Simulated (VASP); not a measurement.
# Ni (Fm-3m) in VASP: a series of runs

Ni is run at these levels: PBE; tasks: single point.

Program: VASP 6.6.1. These are calculated values, not measurements. Logs are shortened: lines on timing, memory, paths and dates and some standing lists are left out, and cuts for length are marked.

## 1. The cell of the first run

Symmetry: Fm-3m, No. 225, cubic system. The conventional cell has a = 3.372 Å, b = 3.372 Å, c = 3.372 Å, α = 90.00°, β = 90.00°, γ = 90.00°. Within 3.1 Å of Ni (site symmetry m-3m) lie 12 Ni at 2.38 Å.

## 2. Single point, PBE, collinear spin, ferromagnetic start

INCAR

```
SYSTEM = Ni
PREC = Accurate
ENCUT = 520
EDIFF = 1E-7
ISMEAR = 0
SIGMA = 0.15
LREAL = .False.
LASPH = .True.
NELM = 150
ALGO = Normal
ISIF = 2
LWAVE = .False.
LCHARG = .False.
ISPIN = 2
MAGMOM = 0.125
LORBIT = 11
NUPDOWN = 0.125
LMAXMIX = 4
GGA = PE
NBANDS = 15
```

KPOINTS

```
regular mesh
0
Gamma
  24 24 24
  0 0 0
```

POSCAR

```
Ni
1.0
    0.0000000000      1.6857517331      1.6857517331
    1.6857517331      0.0000000000      1.6857517331
    1.6857517331      1.6857517331      0.0000000000
Ni
1
Direct
    0.0000000000      0.0000000000      0.0000000000
```

Potentials or basis: VASP PAW PBE potentials, release 64 (Ni).

Run with:

```
$ cat potpaw_PBE.64/Ni/POTCAR > POTCAR
$ mpirun -np 1 vasp_std > vasp.out
```

OUTCAR:

```text
SYSTEM = Ni
   PREC = Accurate
   ENCUT = 520
   EDIFF = 1E-7
   ISMEAR = 0
   LREAL = .False.
   LASPH = .True.
   NELM = 150
   ISIF = 2
   ISPIN = 2
   LORBIT = 11
   NUPDOWN = 0.125
   GGA = PE

 ion  position               nearest neighbor table
   1  0.000  0.000  0.000-

  LATTYP: Found a face centered cubic cell.
 ALAT       =     3.3715034662

  Lattice vectors:

 A1 = (   0.0000000000,   1.6857517331,   1.6857517331)
 A2 = (   1.6857517331,   0.0000000000,   1.6857517331)
 A3 = (   1.6857517331,   1.6857517331,   0.0000000000)

Analysis of symmetry for initial positions (statically):
=====================================================================
 Subroutine PRICEL returns:
 Original cell was already a primitive cell.

 Routine SETGRP: Setting up the symmetry group for a
 face centered cubic supercell.

 Subroutine GETGRP returns: Found 48 space group operations
 (whereof 48 operations were pure point group operations)
 out of a pool of 48 trial point group operations.

The static configuration has the point symmetry O_h .

Analysis of symmetry for dynamics (positions and initial velocities):
=====================================================================
 Subroutine PRICEL returns:
 Original cell was already a primitive cell.

 Routine SETGRP: Setting up the symmetry group for a
 face centered cubic supercell.

 Subroutine GETGRP returns: Found 48 space group operations
 (whereof 48 operations were pure point group operations)
 out of a pool of 48 trial point group operations.

The dynamic configuration has the point symmetry O_h .

Analysis of structural, dynamic, and magnetic symmetry:
=====================================================================
 Subroutine PRICEL returns:
 Original cell was already a primitive cell.

 Routine SETGRP: Setting up the symmetry group for a
 face centered cubic supercell.

 Subroutine GETGRP returns: Found 48 space group operations
 (whereof 48 operations were pure point group operations)
 out of a pool of 48 trial point group operations.

The overall configuration has the point symmetry O_h .

 Subroutine INISYM returns: Found 48 space group operations
 (whereof 48 operations are pure point group operations),
 and found     1 'primitive' translations

----------------------------------------------------------------------------------------

                                     Primitive cell

  volume of cell :       9.5810

  direct lattice vectors                    reciprocal lattice vectors
     0.000000000  1.685751733  1.685751733    -0.296603581  0.296603581  0.296603581
     1.685751733  0.000000000  1.685751733     0.296603581 -0.296603581  0.296603581
     1.685751733  1.685751733  0.000000000     0.296603581  0.296603581 -0.296603581

  length of vectors
     2.384012964  2.384012964  2.384012964     0.513732471  0.513732471  0.513732471

  position of ions in fractional coordinates (direct lattice)
     0.000000000  0.000000000  0.000000000

  ion indices of the primitive-cell ions
   primitive index   ion index
                 1           1

----------------------------------------------------------------------------------------

 KPOINTS: regular mesh

Automatic generation of k-mesh.
 Grid dimensions read from file:
 generate k-points for:   24   24   24

 Generating k-lattice:

  Cartesian coordinates                     Fractional coordinates (reciprocal lattice)
    -0.012358483  0.012358483  0.012358483     0.041666667  0.000000000  0.000000000
     0.012358483 -0.012358483  0.012358483     0.000000000  0.041666667  0.000000000
     0.012358483  0.012358483 -0.012358483     0.000000000  0.000000000  0.041666667

  Length of vectors
     0.021405520  0.021405520  0.021405520

  Shift w.r.t. Gamma in fractional coordinates (k-lattice)
     0.000000000  0.000000000  0.000000000

 Subroutine IBZKPT returns following result:
 ===========================================

 Found    413 irreducible k-points:

 Following reciprocal coordinates:
            Coordinates               Weight
  0.000000  0.000000  0.000000      1.000000
  0.041667  0.000000  0.000000      8.000000
  0.083333  0.000000  0.000000      8.000000
  0.125000  0.000000  0.000000      8.000000
  0.166667  0.000000  0.000000      8.000000
  0.208333  0.000000  0.000000      8.000000
[... 16 lines left out ...]
  0.416667  0.041667  0.000000     24.000000
  0.458333  0.041667  0.000000     24.000000
 [... further k-points ...]
   k-points           NKPTS =    413   k-points in BZ     NKDIM =    413   number of bands    NBANDS=     15
   number of dos      NEDOS =    301   number of ions     NIONS =      1
   total plane-waves  NPLWV =   5832
   dimension x,y,z NGX =    18 NGY =   18 NGZ =   18
   dimension x,y,z NGXF=    36 NGYF=   36 NGZF=   36
   ions per type =               1
   NGX,Y,Z   is equivalent  to a cutoff of  12.55, 12.55, 12.55 a.u.
   NGXF,Y,Z  is equivalent  to a cutoff of  25.10, 25.10, 25.10 a.u.
 SYSTEM =  Ni
   PREC   = accura    normal or accurate (medium, high low for compatibility)
   ISTART =      0    job   : 0-new  1-cont  2-samecut
   ICHARG =      2    charge: 1-file 2-atom 10-const
   ISPIN  =      2    spin polarized calculation?
   LNONCOLLINEAR =      F non collinear calculations
   LSORBIT =      F    spin-orbit coupling
   LASPH  =      T    aspherical Exc in radial PAW
   ENCUT  =  520.0 eV  38.22 Ry    6.18 a.u.   4.43  4.43  4.43*2*pi/ulx,y,z
   NELM   =    150;   NELMIN=  2; NELMDL= -5     # of ELM steps
   EDIFF  = 0.1E-06   stopping-criterion for ELM
   LREAL  =      F    real-space projection
   EDIFFG = 0.1E-05   stopping-criterion for IOM
   NSW    =      0    number of steps for IOM
   IBRION =     -1    ionic relax: 0-MD 1-quasi-New 2-CG
   NFREE  =      0    steps in history (QN), initial steepest desc. (CG)
   ISIF   =      2    stress and relaxation
   ISYM   =      2    0-nonsym 1-usesym 2-fastsym
   POTIM  = 0.5000    time-step for ionic-motion
   TEBEG  =    0.0;   TEEND  =   0.0 temperature during run
   PSTRESS=    0.0 pullay stress
   NELECT =      10.0000    total number of electrons
   NUPDOWN=       0.1250    fix difference up-down
   EMIN   =  10.00;   EMAX   =-10.00  energy-range for DOS
   EFERMI =   0.00;   METHOD = LEGACY
   ISMEAR =     0;   SIGMA  =   0.15  broadening in eV -4-tet -1-fermi 0-gaus
   EFERMI_NEDOS =   21; number of points for ismear=-14 and -15
   IALGO  =     38    algorithm
   IMIX   =      4    mixing-type and parameters
     AMIX     =   0.40;   BMIX     =  1.00
     AMIX_MAG =   1.60;   BMIX_MAG =  1.00
  volume/ion in A,a.u.               =       9.58        64.66
  Fermi-wavevector in a.u.,A,eV,Ry     =   1.660624  3.138124 37.520390  2.757671
  Thomas-Fermi vector in A             =   2.747828
   LORBIT       =     11    0 simple, 1 ext, 2 COOP (PROOUT), +10 PAW based schemes
   GGA     = PE    functional components
   LHFCALC =     F    Hartree Fock is set to
   AEXX    =    0.0000 exact exchange contribution
   IVDW    =     0    specifies the selected vdW correction
   LEPSILON=     F    determine dielectric tensor
   LRPA    =     F    only Hartree local field effects (RPA)
 spin polarized calculation
 Gauss-broadening in eV      SIGMA  =   0.15
  energy-cutoff  :      520.00
  volume of cell :        9.58
 maximum number of plane-waves:       273
 NGX is ok and might be reduce to    18
   NGX =  9   NGY =  9   NGZ =  9

 number of electron      10.0000003 magnetization       0.1250000

 Free energy of the ion-electron system (eV)
  ---------------------------------------------------
  ext. energy  EPLUGINS =         0.00000000
  ---------------------------------------------------
  free energy    TOTEN  =        -5.32124451 eV

  energy without entropy =       -5.28713072  energy(sigma->0) =       -5.30418761

 E-fermi :  11.1794     XC(G=0): -14.0223

 val. band max:       11.1777368598   @ k =   0.4583   0.2917   0.0417
 cond. band min:      11.1039559958   @ k =  -0.4583   0.3333   0.0417
 fundamental gap:     -0.0737808640
 Fermi energy:        11.1019878235

 spin component 1

 k-point     1 :       0.0000    0.0000    0.0000
  band No.  band energies     occupation
      1       1.3637      1.00000
      2       8.8262      1.00000
      3       8.8262      1.00000
      4       8.8262      1.00000
      5      10.1727      1.00000
      6      10.1727      1.00000
      7      36.0419      0.00000
      8      40.9635      0.00000
      9      40.9635      0.00000
     10      40.9635      0.00000
     11      44.4984      0.00000
     12      44.4984      0.00000
     13      44.4984      0.00000
     14      46.9598      0.00000
     15      55.0183      0.00000
[... 397 lines left out ...]
 k-point    24 :       0.4583    0.0417    0.0000
  band No.  band energies     occupation
      1       5.8879      1.00000
      2       8.7577      1.00000
      3       8.8360      1.00000
      4       9.9715      1.00000
      5      11.0280      0.75741
      6      11.3357      0.01377
      7      18.8806      0.00000
      8      34.3361      0.00000
      9      37.2968      0.00000
     10      38.1116      0.00000
     11      41.7370      0.00000
     12      42.3532      0.00000
     13      48.5553      0.00000
     14      57.1086      0.00000
     15      59.1973      0.00000

 [... further k-points ...]

 spin component 2

 k-point     1 :       0.0000    0.0000    0.0000
  band No.  band energies     occupation
      1       1.3543      1.00000
      2       8.9802      1.00000
      3       8.9802      1.00000
      4       8.9802      1.00000
      5      10.2890      1.00000
      6      10.2890      1.00000
      7      36.0081      0.00000
      8      40.9531      0.00000
      9      40.9531      0.00000
     10      40.9531      0.00000
     11      44.5192      0.00000
     12      44.5192      0.00000
     13      44.5192      0.00000
     14      46.9327      0.00000
     15      55.0676      0.00000
[... 397 lines left out ...]
 k-point    24 :       0.4583    0.0417    0.0000
  band No.  band energies     occupation
      1       5.9680      1.00000
      2       8.8782      1.00000
      3       8.9602      1.00000
      4      10.0171      1.00000
      5      11.1819      0.49057
      6      11.4498      0.00540
      7      18.9575      0.00000
      8      34.3088      0.00000
      9      37.3121      0.00000
     10      38.1276      0.00000
     11      41.7416      0.00000
     12      42.3598      0.00000
     13      48.5838      0.00000
     14      57.3518      0.00000
     15      59.2588      0.00000

 [... further k-points ...]
[... 5 lines left out ...]
  --------------------------------------------------------------------------------------
  -------------------------------------------------------------------------------------
  Total        1.9802205      1.9802205      1.9802205      0.0000000     -0.0000000      0.0000000
  in kB      331.1412546    331.1412546    331.1412546      0.0000000     -0.0000000      0.0000000
  external PRESSURE =     331.1412546 kB  Pullay stress =       0.0000000 kB

 VOLUME and BASIS-vectors are now :
 -----------------------------------------------------------------------------
  energy-cutoff  :      520.00
  volume of cell :        9.58
      direct lattice vectors                 reciprocal lattice vectors
     0.000000000  1.685751733  1.685751733    -0.296603581  0.296603581  0.296603581
     1.685751733  0.000000000  1.685751733     0.296603581 -0.296603581  0.296603581
     1.685751733  1.685751733  0.000000000     0.296603581  0.296603581 -0.296603581

 POSITION                                       TOTAL-FORCE (eV/Angst)
 -----------------------------------------------------------------------------------
      0.00000      0.00000      0.00000         0.000000      0.000000      0.000000
 -----------------------------------------------------------------------------------
    total drift:                                0.000000     -0.000000      0.000000

  FREE ENERGIE OF THE ION-ELECTRON SYSTEM (eV)
  ---------------------------------------------------
  free  energy   TOTEN  =        -5.3212445055 eV

  energy  without entropy=       -5.2871307159  energy(sigma->0) =       -5.30418761

 total charge

# of ion       s       p       d       tot
------------------------------------------
    1        0.554   0.618   8.396   9.569

 magnetization (x)

# of ion       s       p       d       tot
------------------------------------------
    1       -0.002  -0.007   0.134   0.125
```

Run time: 64 s. Hardware: 1 thread of AMD EPYC 9R45 (Zen 5), shared host; peak memory 0.17 GiB.

What came out:

* Free energy: -5.3212 eV
* Pressure: 33.1 GPa
* Net moment: 0.12 μB per cell
* Site moments: Ni +0.12 μB
* Valence electrons inside the program's atomic spheres: Ni 9.57

Caveat: the total moment is fixed, so each spin has its own Fermi level.

## 3. Single point, PBE, collinear spin, ferromagnetic start

INCAR

```
SYSTEM = Ni
ALGO = Normal
EDIFF = 1E-7
ENCUT = 520
GGA = PE
ISIF = 2
ISMEAR = 0
ISPIN = 2
LASPH = .True.
LCHARG = .False.
LMAXMIX = 4
LORBIT = 11
LREAL = .False.
LWAVE = .False.
MAGMOM = 0.375
NBANDS = 15
NELM = 150
NUPDOWN = 0.375
PREC = Accurate
SIGMA = 0.15
```

KPOINTS

```
k-points
0
Gamma
  24 24 24
  0 0 0
```

POSCAR is that of step 2.

Potentials or basis: VASP PAW PBE potentials, release 64 (Ni).

Run with:

```
$ cat potpaw_PBE.64/Ni/POTCAR > POTCAR
$ mpirun -np 1 vasp_std > vasp.out
```

OUTCAR:

```text
SYSTEM = Ni
   EDIFF = 1E-7
   ENCUT = 520
   GGA = PE
   ISIF = 2
   ISMEAR = 0
   ISPIN = 2
   LASPH = .True.
   LORBIT = 11
   LREAL = .False.
   NELM = 150
   NUPDOWN = 0.375
   PREC = Accurate

 ion  position               nearest neighbor table
   1  0.000  0.000  0.000-

  LATTYP: Found a face centered cubic cell.
 ALAT       =     3.3715034662

  Lattice vectors:

 A1 = (   0.0000000000,   1.6857517331,   1.6857517331)
 A2 = (   1.6857517331,   0.0000000000,   1.6857517331)
 A3 = (   1.6857517331,   1.6857517331,   0.0000000000)

Analysis of symmetry for initial positions (statically):
=====================================================================
 Subroutine PRICEL returns:
 Original cell was already a primitive cell.

 Routine SETGRP: Setting up the symmetry group for a
 face centered cubic supercell.

 Subroutine GETGRP returns: Found 48 space group operations
 (whereof 48 operations were pure point group operations)
 out of a pool of 48 trial point group operations.

[... 622 lines left out ...]
      1       1.3461      1.00000
      2       9.1352      1.00000
      3       9.1352      1.00000
      4       9.1352      1.00000
      5      10.4058      1.00000
      6      10.4058      1.00000
      7      35.9760      0.00000
      8      40.9436      0.00000
      9      40.9436      0.00000
     10      40.9436      0.00000
     11      44.5415      0.00000
     12      44.5415      0.00000
     13      44.5415      0.00000
     14      46.9073      0.00000
[... 403 lines left out ...]
      4      10.0592      1.00000
      5      11.3374      0.23206
      6      11.5711      0.00167
      7      19.0369      0.00000
      8      34.2832      0.00000
      9      37.3284      0.00000
     10      38.1446      0.00000
     11      41.7477      0.00000
     12      42.3679      0.00000
     13      48.6123      0.00000
     14      57.5825      0.00000
     15      59.3329      0.00000

 [... further k-points ...]
[... 5 lines left out ...]
  --------------------------------------------------------------------------------------
  -------------------------------------------------------------------------------------
  Total        2.0035456      2.0035456      2.0035456      0.0000000      0.0000000      0.0000000
  in kB      335.0417881    335.0417881    335.0417881      0.0000000      0.0000000      0.0000000
  external PRESSURE =     335.0417881 kB  Pullay stress =       0.0000000 kB

 VOLUME and BASIS-vectors are now :
 -----------------------------------------------------------------------------
  energy-cutoff  :      520.00
  volume of cell :        9.58
      direct lattice vectors                 reciprocal lattice vectors
     0.000000000  1.685751733  1.685751733    -0.296603581  0.296603581  0.296603581
     1.685751733  0.000000000  1.685751733     0.296603581 -0.296603581  0.296603581
     1.685751733  1.685751733  0.000000000     0.296603581  0.296603581 -0.296603581

 POSITION                                       TOTAL-FORCE (eV/Angst)
 -----------------------------------------------------------------------------------
      0.00000      0.00000      0.00000        -0.000000     -0.000000     -0.000000
 -----------------------------------------------------------------------------------
    total drift:                                0.000000     -0.000000      0.000000

  FREE ENERGIE OF THE ION-ELECTRON SYSTEM (eV)
  ---------------------------------------------------
  free  energy   TOTEN  =        -5.3395421409 eV

  energy  without entropy=       -5.3130141537  energy(sigma->0) =       -5.32627815

 total charge

# of ion       s       p       d       tot
------------------------------------------
    1        0.555   0.619   8.395   9.569

 magnetization (x)

# of ion       s       p       d       tot
------------------------------------------
    1       -0.006  -0.020   0.402   0.376
```

OSZICAR:

```text
N       E                     dE             d eps       ncg     rms          rms(c)
DAV:   1     0.327240109221E+02    0.32724E+02   -0.41781E+03 26542   0.885E+02
DAV:   2    -0.502280968575E+01   -0.37747E+02   -0.35152E+02 27916   0.166E+02
DAV:   3    -0.634886269839E+01   -0.13261E+01   -0.13088E+01 30261   0.302E+01
DAV:   4    -0.635527816562E+01   -0.64155E-02   -0.64142E-02 31095   0.201E+00
DAV:   5    -0.635532786091E+01   -0.49695E-04   -0.49694E-04 31035   0.159E-01    0.112E+01
DAV:   6    -0.556701719665E+01    0.78831E+00   -0.10766E+01 35614   0.371E+01    0.498E+00
DAV:   7    -0.536206920098E+01    0.20495E+00   -0.14947E+00 31053   0.125E+01    0.239E+00
DAV:   8    -0.534126769989E+01    0.20802E-01   -0.27056E-02 35921   0.119E+00    0.800E-01
DAV:   9    -0.533986319077E+01    0.14045E-02   -0.75486E-04 40230   0.157E-01    0.234E-01
DAV:  10    -0.533953639206E+01    0.32680E-03   -0.28072E-04 38964   0.790E-02    0.372E-02
DAV:  11    -0.533954216331E+01   -0.57712E-05   -0.84131E-06 27390   0.249E-02    0.672E-03
DAV:  12    -0.533954214088E+01    0.22433E-07   -0.81254E-07 32662   0.969E-03
   1 F= -.53395421E+01 E0= -.53262781E+01  d E =-.265280E-01  mag=     0.3750
```

Wall time 59 s (1 thread of AMD EPYC 9R45 (Zen 5), shared host); peak memory 0.17 GiB.

What came out:

```yaml
Free_energy: -5.3395 eV
Pressure: 33.5 GPa
Net_moment: 0.38 μB per cell
Site_moments: Ni +0.38 μB
Valence_electrons_inside_the_program's_atomic_spheres: Ni 9.57
```

Caveat: the total moment is fixed, so each spin has its own Fermi level.
